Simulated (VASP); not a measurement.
# MgZn3Se3S in VASP: further runs

Runs on MgZn3Se3S. Level: PBE. Tasks: relaxation of cell and atoms, single point.

All numbers are computed with VASP 6.6.1; they aren't measurements. Logs are shortened: lines on timing, memory, paths and dates and some standing lists are left out, and cuts for length are marked.

**1. The cell of the first run**

Symmetry: P3m1, No. 156, trigonal system. The conventional cell has a = 3.960 Å, b = 3.960 Å, c = 12.940 Å, α = 90.00°, β = 90.00°, γ = 120.00°. Mg (site symmetry 3m) has 3 S at 2.43 Å and 1 Se at 2.43 Å within 3.2 Å. Zn (site symmetry 3m) has 4 Se at 2.43 Å within 3.2 Å. Zn (site symmetry 3m) has 3 Se at 2.43 Å and 1 S at 2.43 Å within 3.2 Å. Within 3.2 Å of Zn (site symmetry 3m) lie 4 Se at 2.43 Å. Within 3.2 Å of Se (site symmetry 3m) lie 4 Zn at 2.43 Å. Se (site symmetry 3m) has 4 Zn at 2.43 Å within 3.2 Å. Se (site symmetry 3m) has 3 Zn at 2.43 Å and 1 Mg at 2.43 Å within 3.2 Å. Within 3.2 Å of S (site symmetry 3m) lie 3 Mg at 2.43 Å and 1 Zn at 2.43 Å.

**2. Relaxation of cell and atoms, PBE**

INCAR reads:

```
SYSTEM = MgZn3Se3S
PREC     = Accurate       ! precision mode
ENCUT    = 600            ! plane-wave cutoff, eV
EDIFF    = 1E-6           ! SCF threshold, eV
ISMEAR   = 0              ! smearing method
SIGMA    = 0.15           ! smearing width, eV
LREAL    = .False.        ! projectors in reciprocal space
LASPH    = .True.         ! aspherical terms in the spheres
NELM     = 80             ! most SCF steps
ALGO     = Normal         ! electronic algorithm
ISIF     = 3              ! what is computed and relaxed
LWAVE    = .False.        ! write WAVECAR
LCHARG   = .False.        ! write CHGCAR
GGA      = PE             ! functional
IBRION   = 2              ! ionic algorithm
NSW      = 36             ! ionic steps
EDIFFG   = -0.08          ! ionic threshold
```

KPOINTS reads:

```
Automatic mesh
0
Gamma
  4 4 1
  0 0 0
```

POSCAR reads:

```
MgZn3Se3S
1.0
    3.9600000000      0.0000000000      0.0000000000
   -1.9800000000      3.4294606000      0.0000000000
    0.0000000000      0.0000000000     12.9400000000
Mg Zn Se S
1 3 3 1
Direct
    0.6666666700      0.3333333300      0.2500000000
    0.6666666700      0.3333333300      0.7500000000
    0.3333333300      0.6666666700      0.0000000000
    0.3333333300      0.6666666700      0.5000000000
    0.3333333300      0.6666666700      0.6875000000
    0.6666666700      0.3333333300      0.9375000000
    0.6666666700      0.3333333300      0.4375000000
    0.3333333300      0.6666666700      0.1875000000
```

Potentials or basis: VASP PAW PBE potentials, release 64 (Mg, Zn, Se, S).

The run is started by

```
> cat potpaw_PBE.64/Mg/POTCAR potpaw_PBE.64/Zn/POTCAR potpaw_PBE.64/Se/POTCAR potpaw_PBE.64/S/POTCAR > POTCAR
> mpirun -np 1 vasp_std > vasp.out
```

OUTCAR:

```text
SYSTEM = MgZn3Se3S
   PREC = Accurate
   ENCUT = 600
   EDIFF = 1E-6
   ISMEAR = 0
   LREAL = .False.
   LASPH = .True.
   NELM = 80
   ISIF = 3
   GGA = PE
   IBRION = 2
   NSW = 36
   EDIFFG = -0.08

 ion  position               nearest neighbor table
   1  0.667  0.333  0.250-   8 2.43   8 2.43   8 2.43   7 2.43
   2  0.667  0.333  0.750-   5 2.43   5 2.43   5 2.43   6 2.43
   3  0.333  0.667  0.000-   6 2.43   6 2.43   6 2.43   8 2.43
   4  0.333  0.667  0.500-   7 2.43   7 2.43   7 2.43   5 2.43
   5  0.333  0.667  0.688-   2 2.43   2 2.43   2 2.43   4 2.43
   6  0.667  0.333  0.938-   3 2.43   3 2.43   3 2.43   2 2.43
   7  0.667  0.333  0.438-   4 2.43   4 2.43   4 2.43   1 2.43
   8  0.333  0.667  0.188-   1 2.43   1 2.43   1 2.43   3 2.43

  LATTYP: Found a hexagonal cell.
 ALAT       =     3.9600000000
 C/A-ratio  =     3.2676767677

  Lattice vectors:

 A1 = (   3.9600000000,   0.0000000000,   0.0000000000)
 A2 = (  -1.9800000000,   3.4294606000,   0.0000000000)
 A3 = (   0.0000000000,   0.0000000000,  12.9400000000)

Analysis of symmetry for initial positions (statically):
=====================================================================
 Subroutine PRICEL returns:
 Original cell was already a primitive cell.

 Routine SETGRP: Setting up the symmetry group for a
 hexagonal supercell.

 Subroutine GETGRP returns: Found  6 space group operations
 (whereof  6 operations were pure point group operations)
 out of a pool of 24 trial point group operations.

The static configuration has the point symmetry C_3v.

Analysis of symmetry for dynamics (positions and initial velocities):
=====================================================================
 Subroutine PRICEL returns:
 Original cell was already a primitive cell.

 Routine SETGRP: Setting up the symmetry group for a
 hexagonal supercell.

 Subroutine GETGRP returns: Found  6 space group operations
 (whereof  6 operations were pure point group operations)
 out of a pool of 24 trial point group operations.

The dynamic configuration has the point symmetry C_3v.

 Subroutine INISYM returns: Found  6 space group operations
 (whereof  6 operations are pure point group operations),
 and found     1 'primitive' translations

----------------------------------------------------------------------------------------

                                     Primitive cell

  volume of cell :     175.7338

  direct lattice vectors                    reciprocal lattice vectors
     3.960000000  0.000000000  0.000000000     0.252525253  0.145795522  0.000000000
    -1.980000000  3.429460600  0.000000000     0.000000000  0.291591045  0.000000000
     0.000000000  0.000000000 12.940000000     0.000000000  0.000000000  0.077279753

  length of vectors
     3.960000000  3.960000001 12.940000000     0.291591045  0.291591045  0.077279753

  position of ions in fractional coordinates (direct lattice)
     0.666666670  0.333333330  0.250000000
     0.666666670  0.333333330  0.750000000
     0.333333330  0.666666670  0.000000000
     0.333333330  0.666666670  0.500000000
     0.333333330  0.666666670  0.687500000
     0.666666670  0.333333330  0.937500000
     0.666666670  0.333333330  0.437500000
     0.333333330  0.666666670  0.187500000

  ion indices of the primitive-cell ions
   primitive index   ion index
                 1           1
                 2           2
                 3           3
                 4           4
                 5           5
                 6           6
                 7           7
                 8           8

----------------------------------------------------------------------------------------

 KPOINTS: Automatic mesh

Automatic generation of k-mesh.
 Grid dimensions read from file:
 generate k-points for:    4    4    1

 Generating k-lattice:

  Cartesian coordinates                     Fractional coordinates (reciprocal lattice)
     0.063131313  0.036448881  0.000000000     0.250000000  0.000000000  0.000000000
     0.000000000  0.072897761  0.000000000     0.000000000  0.250000000  0.000000000
     0.000000000  0.000000000  0.077279753     0.000000000  0.000000000  1.000000000

  Length of vectors
     0.072897761  0.072897761  0.077279753

  Shift w.r.t. Gamma in fractional coordinates (k-lattice)
     0.000000000  0.000000000  0.000000000

 Subroutine IBZKPT returns following result:
 ===========================================

 Found      4 irreducible k-points:

 Following reciprocal coordinates:
            Coordinates               Weight
  0.000000  0.000000  0.000000      1.000000
  0.250000  0.000000  0.000000      6.000000
  0.500000  0.000000  0.000000      3.000000
  0.250000  0.250000  0.000000      6.000000
   k-points           NKPTS =      4   k-points in BZ     NKDIM =      4   number of bands    NBANDS=     37
   number of dos      NEDOS =    301   number of ions     NIONS =      8
   total plane-waves  NPLWV = 110592
   dimension x,y,z NGX =    32 NGY =   32 NGZ =  108
   dimension x,y,z NGXF=    64 NGYF=   64 NGZF=  216
   ions per type =               1   3   3   1
   NGX,Y,Z   is equivalent  to a cutoff of  13.43, 13.43, 13.88 a.u.
   NGXF,Y,Z  is equivalent  to a cutoff of  26.87, 26.87, 27.75 a.u.
 SYSTEM =  MgZn3Se3S
   PREC   = accura    normal or accurate (medium, high low for compatibility)
   ISTART =      0    job   : 0-new  1-cont  2-samecut
   ICHARG =      2    charge: 1-file 2-atom 10-const
   ISPIN  =      1    spin polarized calculation?
   LNONCOLLINEAR =      F non collinear calculations
   LSORBIT =      F    spin-orbit coupling
   LASPH  =      T    aspherical Exc in radial PAW
   ENCUT  =  600.0 eV  44.10 Ry    6.64 a.u.   7.91  7.91 25.84*2*pi/ulx,y,z
   NELM   =     80;   NELMIN=  2; NELMDL= -5     # of ELM steps
   EDIFF  = 0.1E-05   stopping-criterion for ELM
   LREAL  =      F    real-space projection
   EDIFFG = -.8E-01   stopping-criterion for IOM
   NSW    =     36    number of steps for IOM
   IBRION =      2    ionic relax: 0-MD 1-quasi-New 2-CG
   NFREE  =      1    steps in history (QN), initial steepest desc. (CG)
   ISIF   =      3    stress and relaxation
   ISYM   =      2    0-nonsym 1-usesym 2-fastsym
   POTIM  = 0.5000    time-step for ionic-motion
   TEBEG  =    0.0;   TEEND  =   0.0 temperature during run
   PSTRESS=    0.0 pullay stress
   NELECT =      62.0000    total number of electrons
   NUPDOWN=      -1.0000    fix difference up-down
   EMIN   =  10.00;   EMAX   =-10.00  energy-range for DOS
   EFERMI =   0.00;   METHOD = LEGACY
   ISMEAR =     0;   SIGMA  =   0.15  broadening in eV -4-tet -1-fermi 0-gaus
   EFERMI_NEDOS =   21; number of points for ismear=-14 and -15
   IALGO  =     38    algorithm
   IMIX   =      4    mixing-type and parameters
     AMIX     =   0.40;   BMIX     =  1.00
     AMIX_MAG =   1.60;   BMIX_MAG =  1.00
  volume/ion in A,a.u.               =      21.97       148.24
  Fermi-wavevector in a.u.,A,eV,Ry     =   1.156788  2.186012 18.206740  1.338158
  Thomas-Fermi vector in A             =   2.293405
   LORBIT       =      0    0 simple, 1 ext, 2 COOP (PROOUT), +10 PAW based schemes
   GGA     = PE    functional components
   LHFCALC =     F    Hartree Fock is set to
   AEXX    =    0.0000 exact exchange contribution
   IVDW    =     0    specifies the selected vdW correction
   LEPSILON=     F    determine dielectric tensor
   LRPA    =     F    only Hartree local field effects (RPA)
 conjugate gradient relaxation of ions
 non-spin polarized calculation
 Gauss-broadening in eV      SIGMA  =   0.15
  energy-cutoff  :      600.00
  volume of cell :      175.73
 maximum number of plane-waves:      5882
 NGX is ok and might be reduce to    32
   NGX = 15   NGY = 15   NGZ = 51

--------------------------------------- Ionic step        1  -------------------------------------------

 number of electron      62.0000011 magnetization

 Free energy of the ion-electron system (eV)
  ---------------------------------------------------
  ext. energy  EPLUGINS =         0.00000000
  ---------------------------------------------------
  free energy    TOTEN  =       -26.13529367 eV

  energy without entropy =      -26.13529367  energy(sigma->0) =      -26.13529367

------------------------ aborting loop because EDIFF is reached ----------------------------------------

  FORCE on cell =-STRESS in cart. coord.  units (eV):
  Direction    XX          YY          ZZ          XY          YZ          ZX
  --------------------------------------------------------------------------------------
  -------------------------------------------------------------------------------------
  Total        5.0887779      5.0887779      5.3218432      0.0000000      0.0000000      0.0000000
  in kB       46.3947453     46.3947453     48.5196183      0.0000000      0.0000000      0.0000000
  external PRESSURE =      47.1030363 kB  Pullay stress =       0.0000000 kB
[... 279 lines left out ...]
  energy  without entropy=      -26.3993128478  energy(sigma->0) =      -26.39931285

--------------------------------------- Ionic step        8  -------------------------------------------

 number of electron      61.9999987 magnetization

 Free energy of the ion-electron system (eV)
  ---------------------------------------------------
  ext. energy  EPLUGINS =         0.00000000
  ---------------------------------------------------
  free energy    TOTEN  =       -26.40137581 eV

  energy without entropy =      -26.40137581  energy(sigma->0) =      -26.40137581

 E-fermi :   2.1519     XC(G=0):  -8.9230

 val. band max:        1.4365246893   @ k =   0.0000   0.0000   0.0000
 cond. band min:       2.9306696072   @ k =   0.0000   0.0000   0.0000
 fundamental gap:      1.4941449180
 Fermi energy:         2.1519087222

 k-point     1 :       0.0000    0.0000    0.0000
  band No.  band energies     occupation
      1     -11.4256      2.00000
      2     -11.1015      2.00000
      3     -10.9546      2.00000
      4     -10.5931      2.00000
      5      -4.8985      2.00000
      6      -4.8985      2.00000
[... 29 lines left out ...]
     36       7.3206      0.00000
     37       7.3206      0.00000

 k-point     2 :       0.2500    0.0000    0.0000
  band No.  band energies     occupation
      1     -11.1296      2.00000
      2     -10.8633      2.00000
      3     -10.7268      2.00000
      4     -10.4544      2.00000
      5      -4.8798      2.00000
      6      -4.8622      2.00000
[... 29 lines left out ...]
     36       6.6369      0.00000
     37       6.8702      0.00000

 k-point     3 :       0.5000    0.0000    0.0000
  band No.  band energies     occupation
      1     -10.7415      2.00000
      2     -10.6109      2.00000
      3     -10.4630      2.00000
      4     -10.3538      2.00000
      5      -4.8661      2.00000
      6      -4.8149      2.00000
[... 29 lines left out ...]
     36       6.1014      0.00000
     37       6.2346      0.00000

 k-point     4 :       0.2500    0.2500    0.0000
  band No.  band energies     occupation
      1     -10.7512      2.00000
      2     -10.6125      2.00000
      3     -10.4678      2.00000
      4     -10.3491      2.00000
      5      -4.8438      2.00000
      6      -4.8097      2.00000
[... 64 lines left out ...]
  FREE ENERGIE OF THE ION-ELECTRON SYSTEM (eV)
  ---------------------------------------------------
  free  energy   TOTEN  =       -26.4013758090 eV

  energy  without entropy=      -26.4013758090  energy(sigma->0) =      -26.40137581

 reached required accuracy - stopping structural energy minimisation
```

Run time: 2.1 min. Hardware: 1 thread of Intel Xeon 6975P-C (Granite Rapids), shared host; peak memory 0.35 GiB.

Results:

```yaml
Free_energy: -26.4014 eV
Relaxed_volume: 23.55 Å³/atom
Relaxed_cell: a = 4.059 Å, b = 4.059 Å, c = 13.203 Å, α = 90.00°, β = 90.00°, γ = 120.00°
Space_group_after_relaxing_to_0.05_Å: P3m1 (No. 156)
Energy_gained_by_relaxing: 33.3 meV/atom
Ionic_steps: 8
Pressure_after_relaxing: 0.1 GPa
Largest_force_after_relaxing: 0.070 eV/Å
Band_gap_on_the_k_mesh: 1.49 eV, direct
```

Forces in eV/Å, atoms in the order of the input:
```
Mg   0.000  0.000  0.024
Zn   0.000  0.000  0.070
Zn   0.000  0.000 -0.023
Zn   0.000  0.000 -0.048
Se   0.000  0.000 -0.014
Se   0.000  0.000 -0.019
Se   0.000  0.000  0.014
S    0.000  0.000 -0.004
```

The path:
| step | energy change (eV) | largest force (eV/Å) | pressure (GPa) | volume (Å³) |
| --- | --- | --- | --- | --- |
| 1 | 0.0000 | 1.0025 | 4.71 | 175.73 |
| 2 | -0.2248 | 0.3400 | -1.12 | 192.68 |
| 3 | -0.2326 | 0.4174 | -0.35 | 189.84 |
| 4 | -0.2494 | 0.2740 | -0.16 | 189.10 |
| 5 | -0.2575 | 0.1860 | 0.15 | 188.12 |
| 6 | -0.2619 | 0.1399 | 0.01 | 188.64 |
| 7 | -0.2640 | 0.1285 | -0.22 | 189.46 |
| 8 | -0.2661 | 0.0703 | 0.06 | 188.43 |

Final structure:
```yaml
crystal:
  lattice:
    - [4.05949, 0.00000, 0.00000]
    - [-2.02974, 3.51562, 0.00000]
    - [0.00000, 0.00000, 13.20346]
  atoms:
    - { symbol: Mg, position: [0.66667, 0.33333, 0.24000] }
    - { symbol: Zn, position: [0.66667, 0.33333, 0.75151] }
    - { symbol: Zn, position: [0.33333, 0.66667, 0.00479] }
    - { symbol: Zn, position: [0.33333, 0.66667, 0.50189] }
    - { symbol: Se, position: [0.33333, 0.66667, 0.68995] }
    - { symbol: Se, position: [0.66667, 0.33333, 0.94087] }
    - { symbol: Se, position: [0.66667, 0.33333, 0.43764] }
    - { symbol: S, position: [0.33333, 0.66667, 0.18336] }
```

Caveat: the k points lie up to 0.48 Å⁻¹ apart in the final cell; the relaxation stopped at a loose force limit of 0.08 eV/Å, so its end isn't a converged minimum. PBE gaps usually lie below the measured ones, often by a third to a half.

[end of part 1 of 2]
